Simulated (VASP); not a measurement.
# BaTe (P6_3/mmc) in VASP: notebook

BaTe is run at these levels: PBE; tasks: single point, relaxation of cell and atoms.

All numbers are computed with VASP 6.6.1; they aren't measurements. Logs are shortened: lines on timing, memory, paths and dates and some standing lists are left out, and cuts for length are marked.

### 1 The cell of the first run

Symmetry: P6_3/mmc, No. 194, hexagonal system. The conventional cell has a = 4.898 Å, b = 4.898 Å, c = 8.590 Å, α = 90.00°, β = 90.00°, γ = 120.00°. Ba (site symmetry -3m) has 6 Te at 3.55 Å and 2 Ba at 4.29 Å within 4.7 Å. Te (site symmetry -6m2) has 6 Ba at 3.55 Å within 4.7 Å.

### 2 Single point, PBE

INCAR reads:

```
PREC = Accurate ; ENCUT = 520
EDIFF = 1E-6 ; ISMEAR = 0
SIGMA = 0.02 ; LREAL = False
LASPH = True ; NELM = 100
ALGO = Normal ; ISIF = 2
LWAVE = False ; LCHARG = True
GGA = PE ; LELF = True
LVHAR = True ; NBANDS = 24
```

KPOINTS reads:

```
Automatic mesh
0
Gamma
  6 6 4
```

POSCAR reads:

```
BaTe
1.0
    4.8978484621      0.0000000000      0.0000000000
   -2.4489242311      4.2416611921      0.0000000000
    0.0000000000      0.0000000000      8.5899203555
Ba Te
2 2
Direct
    0.0000000000      0.0000000000      0.0000000000
    0.0000000000      0.0000000000      0.5000000000
    0.3333333333      0.6666666667      0.7500000000
    0.6666666667      0.3333333333      0.2500000000
```

Potentials or basis: VASP PAW PBE potentials, release 64 (Ba_sv, Te).

Started as:

```bash
cat potpaw_PBE.64/Ba_sv/POTCAR potpaw_PBE.64/Te/POTCAR > POTCAR
mpirun -np 1 vasp_std > vasp.out
```

OUTCAR:

```text
PREC = Accurate
   ENCUT = 520
   EDIFF = 1E-6
   ISMEAR = 0
   LREAL = False
   LASPH = True
   NELM = 100
   ISIF = 2
   GGA = PE

 ion  position               nearest neighbor table
   1  0.000  0.000  0.000-   3 3.55   4 3.55   4 3.55   3 3.55   4 3.55   3 3.55   2 4.29   2 4.29

   2  0.000  0.000  0.500-   3 3.55   4 3.55   4 3.55   3 3.55   4 3.55   3 3.55   1 4.29   1 4.29

   3  0.333  0.667  0.750-   1 3.55   2 3.55   1 3.55   2 3.55   1 3.55   2 3.55
   4  0.667  0.333  0.250-   1 3.55   2 3.55   1 3.55   2 3.55   1 3.55   2 3.55

  LATTYP: Found a hexagonal cell.
 ALAT       =     4.8978484621
 C/A-ratio  =     1.7538150521

  Lattice vectors:

 A1 = (   4.8978484621,   0.0000000000,   0.0000000000)
 A2 = (  -2.4489242311,   4.2416611921,   0.0000000000)
 A3 = (   0.0000000000,   0.0000000000,   8.5899203555)

Analysis of symmetry for initial positions (statically):
=====================================================================
 Subroutine PRICEL returns:
 Original cell was already a primitive cell.

 Routine SETGRP: Setting up the symmetry group for a
 hexagonal supercell.

 Subroutine GETGRP returns: Found 24 space group operations
 (whereof 12 operations were pure point group operations)
 out of a pool of 24 trial point group operations.

The static configuration has the point symmetry D_3d.
 The point group associated with its full space group is D_6h.

Analysis of symmetry for dynamics (positions and initial velocities):
=====================================================================
 Subroutine PRICEL returns:
 Original cell was already a primitive cell.

 Routine SETGRP: Setting up the symmetry group for a
 hexagonal supercell.

 Subroutine GETGRP returns: Found 24 space group operations
 (whereof 12 operations were pure point group operations)
 out of a pool of 24 trial point group operations.

The dynamic configuration has the point symmetry D_3d.
 The point group associated with its full space group is D_6h.

 Subroutine INISYM returns: Found 24 space group operations
 (whereof 12 operations are pure point group operations),
 and found     1 'primitive' translations

----------------------------------------------------------------------------------------

                                     Primitive cell

  volume of cell :     178.4557

  direct lattice vectors                    reciprocal lattice vectors
     4.897848462  0.000000000  0.000000000     0.204171282  0.117878345  0.000000000
    -2.448924231  4.241661192  0.000000000     0.000000000  0.235756689  0.000000000
     0.000000000  0.000000000  8.589920356     0.000000000  0.000000000  0.116415515

  length of vectors
     4.897848462  4.897848462  8.589920356     0.235756689  0.235756689  0.116415515

  position of ions in fractional coordinates (direct lattice)
     0.000000000  0.000000000  0.000000000
     0.000000000  0.000000000  0.500000000
     0.333333333  0.666666667  0.750000000
     0.666666667  0.333333333  0.250000000

  ion indices of the primitive-cell ions
   primitive index   ion index
                 1           1
                 2           2
                 3           3
                 4           4

----------------------------------------------------------------------------------------

 KPOINTS: Automatic mesh

Automatic generation of k-mesh.
 Grid dimensions read from file:
 generate k-points for:    6    6    4

 Generating k-lattice:

  Cartesian coordinates                     Fractional coordinates (reciprocal lattice)
     0.034028547  0.019646391  0.000000000     0.166666667  0.000000000  0.000000000
     0.000000000  0.039292782  0.000000000     0.000000000  0.166666667  0.000000000
     0.000000000  0.000000000  0.029103879     0.000000000  0.000000000  0.250000000

  Length of vectors
     0.039292782  0.039292782  0.029103879

  Shift w.r.t. Gamma in fractional coordinates (k-lattice)
     0.000000000  0.000000000  0.000000000

 Subroutine IBZKPT returns following result:
 ===========================================

 Found     21 irreducible k-points:

 Following reciprocal coordinates:
            Coordinates               Weight
  0.000000  0.000000  0.000000      1.000000
  0.166667 -0.000000  0.000000      6.000000
  0.333333 -0.000000  0.000000      6.000000
  0.500000 -0.000000  0.000000      3.000000
  0.166667  0.166667  0.000000      6.000000
  0.333333  0.166667  0.000000     12.000000
[... 13 lines left out ...]
  0.333333  0.166667  0.500000     12.000000
  0.333333  0.333333  0.500000      2.000000
   k-points           NKPTS =     21   k-points in BZ     NKDIM =     21   number of bands    NBANDS=     24
   number of dos      NEDOS =    301   number of ions     NIONS =      4
   total plane-waves  NPLWV =  82944
   dimension x,y,z NGX =    36 NGY =   36 NGZ =   64
   dimension x,y,z NGXF=    72 NGYF=   72 NGZF=  128
   ions per type =               2   2
   NGX,Y,Z   is equivalent  to a cutoff of  12.22, 12.22, 12.39 a.u.
   NGXF,Y,Z  is equivalent  to a cutoff of  24.44, 24.44, 24.77 a.u.
 SYSTEM =  unknown system
   PREC   = accura    normal or accurate (medium, high low for compatibility)
   ISTART =      0    job   : 0-new  1-cont  2-samecut
   ICHARG =      2    charge: 1-file 2-atom 10-const
   ISPIN  =      1    spin polarized calculation?
   LNONCOLLINEAR =      F non collinear calculations
   LSORBIT =      F    spin-orbit coupling
   LASPH  =      T    aspherical Exc in radial PAW
   ENCUT  =  520.0 eV  38.22 Ry    6.18 a.u.   9.11  9.11 15.97*2*pi/ulx,y,z
   NELM   =    100;   NELMIN=  2; NELMDL= -5     # of ELM steps
   EDIFF  = 0.1E-05   stopping-criterion for ELM
   LREAL  =      F    real-space projection
   EDIFFG = 0.1E-04   stopping-criterion for IOM
   NSW    =      0    number of steps for IOM
   IBRION =     -1    ionic relax: 0-MD 1-quasi-New 2-CG
   NFREE  =      0    steps in history (QN), initial steepest desc. (CG)
   ISIF   =      2    stress and relaxation
   ISYM   =      2    0-nonsym 1-usesym 2-fastsym
   POTIM  = 0.5000    time-step for ionic-motion
   TEBEG  =    0.0;   TEEND  =   0.0 temperature during run
   PSTRESS=    0.0 pullay stress
   NELECT =      32.0000    total number of electrons
   NUPDOWN=      -1.0000    fix difference up-down
   EMIN   =  10.00;   EMAX   =-10.00  energy-range for DOS
   EFERMI =   0.00;   METHOD = LEGACY
   ISMEAR =     0;   SIGMA  =   0.02  broadening in eV -4-tet -1-fermi 0-gaus
   EFERMI_NEDOS =   21; number of points for ismear=-14 and -15
   IALGO  =     38    algorithm
   IMIX   =      4    mixing-type and parameters
     AMIX     =   0.40;   BMIX     =  1.00
     AMIX_MAG =   1.60;   BMIX_MAG =  1.00
  volume/ion in A,a.u.               =      44.61       301.07
  Fermi-wavevector in a.u.,A,eV,Ry     =   0.923169  1.744537 11.595449  0.852241
  Thomas-Fermi vector in A             =   2.048776
   LORBIT       =      0    0 simple, 1 ext, 2 COOP (PROOUT), +10 PAW based schemes
   GGA     = PE    functional components
   LHFCALC =     F    Hartree Fock is set to
   AEXX    =    0.0000 exact exchange contribution
   IVDW    =     0    specifies the selected vdW correction
   LEPSILON=     F    determine dielectric tensor
   LRPA    =     F    only Hartree local field effects (RPA)
 non-spin polarized calculation
 Gauss-broadening in eV      SIGMA  =   0.02
  energy-cutoff  :      520.00
  volume of cell :      178.46
 maximum number of plane-waves:      4828
   NGX = 19   NGY = 19   NGZ = 31

 number of electron      32.0000001 magnetization

 Free energy of the ion-electron system (eV)
  ---------------------------------------------------
  ext. energy  EPLUGINS =         0.00000000
  ---------------------------------------------------
  free energy    TOTEN  =       -16.96354950 eV

  energy without entropy =      -16.96354950  energy(sigma->0) =      -16.96354950

 E-fermi :   2.3158     XC(G=0):  -8.0697

 val. band max:        2.1429552229   @ k =   0.0000   0.0000   0.0000
 cond. band min:       3.8135318247   @ k =   0.5000  -0.0000   0.0000
 fundamental gap:      1.6705766018
 Fermi energy:         2.3157993898

 k-point     1 :       0.0000    0.0000    0.0000
  band No.  band energies     occupation
      1     -25.1719      2.00000
      2     -25.1476      2.00000
      3     -10.7692      2.00000
      4     -10.3201      2.00000
      5     -10.3201      2.00000
      6     -10.2716      2.00000
[... 16 lines left out ...]
     23       6.3426      0.00000
     24       7.2488      0.00000

 k-point     2 :       0.1667   -0.0000    0.0000
  band No.  band energies     occupation
      1     -25.1694      2.00000
      2     -25.1455      2.00000
      3     -10.7285      2.00000
      4     -10.4055      2.00000
      5     -10.3320      2.00000
      6     -10.3162      2.00000
[... 16 lines left out ...]
     23       7.1112      0.00000
     24       7.1721      0.00000

 k-point     3 :       0.3333   -0.0000    0.0000
  band No.  band energies     occupation
      1     -25.1645      2.00000
      2     -25.1411      2.00000
      3     -10.6541      2.00000
      4     -10.5466      2.00000
      5     -10.4029      2.00000
      6     -10.3557      2.00000
[... 16 lines left out ...]
     23       7.1087      0.00000
     24       7.2944      0.00000
[... 433 lines left out ...]
 k-point    20 :       0.3333    0.1667    0.5000
  band No.  band energies     occupation
      1     -25.1506      2.00000
      2     -25.1506      2.00000
      3     -10.5193      2.00000
      4     -10.5193      2.00000
      5     -10.3981      2.00000
      6     -10.3981      2.00000
[... 16 lines left out ...]
     23       7.2988      0.00000
     24       7.2988      0.00000

 k-point    21 :       0.3333    0.3333    0.5000
  band No.  band energies     occupation
      1     -25.1494      2.00000
      2     -25.1494      2.00000
      3     -10.4935      2.00000
      4     -10.4935      2.00000
      5     -10.4258      2.00000
      6     -10.4258      2.00000
[... 16 lines left out ...]
     23       6.9047      0.00000
     24       6.9047      0.00000

------------------------ aborting loop because EDIFF is reached ----------------------------------------

  FORCE on cell =-STRESS in cart. coord.  units (eV):
  Direction    XX          YY          ZZ          XY          YZ          ZX
  --------------------------------------------------------------------------------------
  -------------------------------------------------------------------------------------
  Total        0.3407832      0.3407832      0.4163489     -0.0000000      0.0000000      0.0000000
  in kB        3.0595556      3.0595556      3.7379853     -0.0000000      0.0000000      0.0000000
  external PRESSURE =       3.2856988 kB  Pullay stress =       0.0000000 kB

 VOLUME and BASIS-vectors are now :
 -----------------------------------------------------------------------------
  energy-cutoff  :      520.00
  volume of cell :      178.46
      direct lattice vectors                 reciprocal lattice vectors
     4.897848462  0.000000000  0.000000000     0.204171282  0.117878345  0.000000000
    -2.448924231  4.241661192  0.000000000     0.000000000  0.235756689  0.000000000
     0.000000000  0.000000000  8.589920356     0.000000000  0.000000000  0.116415515

 POSITION                                       TOTAL-FORCE (eV/Angst)
 -----------------------------------------------------------------------------------
      0.00000      0.00000      0.00000         0.000000      0.000000      0.000000
      0.00000      0.00000      4.29496         0.000000      0.000000      0.000000
     -0.00000      2.82777      6.44244         0.000000      0.000000     -0.000000
      2.44892      1.41389      2.14748        -0.000000     -0.000000     -0.000000
 -----------------------------------------------------------------------------------
    total drift:                               -0.000000      0.000000     -0.000000

  FREE ENERGIE OF THE ION-ELECTRON SYSTEM (eV)
  ---------------------------------------------------
  free  energy   TOTEN  =       -16.9635495028 eV

  energy  without entropy=      -16.9635495028  energy(sigma->0) =      -16.96354950
```

Wall time 33 s (1 thread of Intel Xeon 6975P-C (Granite Rapids), shared host); peak memory 0.31 GiB.

Results:

| Quantity | Value |
| --- | --- |
| Free energy | -16.9635 eV |
| Pressure | 0.3 GPa |
| Band gap on the k mesh | 1.67 eV, indirect (least direct gap 1.72 eV) |

Caveat: spin-orbit coupling is left out, which moves the levels of the heavy elements. As with any semilocal functional, this PBE gap is likely too small.

### 3 Relaxation of cell and atoms, PBE

This run uses another cell than the first one, of 46.65 Å³/atom, 1.046 times its volume.

INCAR reads:

```
PREC = Accurate
ENCUT = 600
EDIFF = 1E-7
ISMEAR = 0
SIGMA = 0.02
LREAL = False
LASPH = True
NELM = 100
ALGO = Normal
ISIF = 3
LWAVE = False
LCHARG = False
GGA = PE
IBRION = 2
NSW = 100
EDIFFG = -0.01
```

KPOINTS is that of step 2.

POSCAR reads:

```
BaTe
1.0
    5.0760000000      0.0000000000      0.0000000000
   -2.5380000000      4.3959449500      0.0000000000
    0.0000000000      0.0000000000      8.3631649500
Ba Te
2 2
Direct
    0.0000000000      0.0000000000      0.0000000000
    0.0000000000      0.0000000000      0.5000000000
    0.3333333300      0.6666666700      0.7500000000
    0.6666666700      0.3333333300      0.2500000000
```

Potentials or basis: VASP PAW PBE potentials, release 64 (Ba_sv, Te).

Started as:

```bash
cat potpaw_PBE.64/Ba_sv/POTCAR potpaw_PBE.64/Te/POTCAR > POTCAR
mpirun -np 1 vasp_std > vasp.out
```

Run time: 3.9 min. Hardware: 1 thread of Intel Xeon 6975P-C (Granite Rapids), shared host; peak memory 0.42 GiB.

The run converged. Its results:

```yaml
Free_energy: -16.9664 eV
Relaxed_volume: 45.13 Å³/atom
Relaxed_cell: a = 4.917 Å, b = 4.917 Å, c = 8.622 Å, α = 90.00°, β = 90.00°, γ = 120.00°
Space_group_after_relaxing_to_0.05_Å: P6_3/mmc (No. 194)
Energy_gained_by_relaxing: 17.1 meV/atom
Ionic_steps: 7
Pressure_after_relaxing: 0.0 GPa
Band_gap_on_the_k_mesh: 1.69 eV, indirect (least direct gap 1.73 eV)
```

Step by step:
```tsv
step	energy change (eV)	largest force (eV/Å)	pressure (GPa)	volume (Å³)
1	0.0000	0.0000	-0.74	186.61
2	-0.0539	0.0000	0.03	180.83
3	-0.0605	0.0000	0.43	178.13
4	-0.0682	0.0000	-0.01	180.60
5	-0.0682	0.0000	-0.03	180.73
6	-0.0682	0.0000	-0.02	180.67
7	-0.0682	0.0000	0.00	180.53
```

Final structure:
```
Ba Te
1.0
     4.91689    0.00000    0.00000
    -2.45844    4.25815    0.00000
     0.00000    0.00000    8.62242
Ba Te
2 2
Direct
  0.00000 0.00000 0.00000
  0.00000 0.00000 0.50000
  0.33333 0.66667 0.75000
  0.66667 0.33333 0.25000
```

Levels at points of the mesh, in eV from the valence-band top:
```tsv
k point	band 13	band 14	band 15	band 16	band 17	band 18	band 19	band 20
(0.00, 0.00, 0.00)	-0.95	-0.24	0.00	0.00	1.73	2.68	3.05	3.05
(0.50, 0.00, 0.00)	-1.08	-1.05	-0.76	-0.37	1.69	2.97	4.41	4.47
(0.00, 0.00, 0.50)	-0.56	-0.56	-0.56	-0.56	2.98	2.98	3.55	3.55
(0.50, 0.00, 0.50)	-0.98	-0.98	-0.75	-0.75	2.48	2.48	4.13	4.13
```

Caveat: spin-orbit coupling is left out, which moves the levels of the heavy elements.
